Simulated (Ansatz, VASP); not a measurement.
Pb in VASP and in Ansatz

```
CELL_PARAMETERS angstrom
0.00000 2.52048 2.52048
2.52048 0.00000 2.52048
2.52048 2.52048 0.00000
ATOMIC_POSITIONS crystal
Pb 0.00000 0.00000 0.00000
```

Alike in both runs: functional PBE; k mesh 13 × 13 × 13; occupations fermi-dirac, width 0.05 eV; no spin polarisation.

Ansatz relaxed the structure, and its values are those at the end. VASP's run is a single point on that final structure, the one shown.

```csv
,VASP,Ansatz
version,VASP 6.6.1,Ansatz 0.2.0
potentials or method,"VASP PAW PBE potentials, release 64 (Pb_d)","PAW with Ansatz's default frozen-core files, scalar-relativistic"
plane-wave cutoff (eV),520,420
valence electrons in the cell,14,14
```

```csv
,VASP,Ansatz,Ansatz less VASP
pressure (GPa),-0.1,0.0,+0.06
```

With one functional, cell and mesh, what is left measures potentials, basis and numerics.

Neither program's run includes spin-orbit coupling.
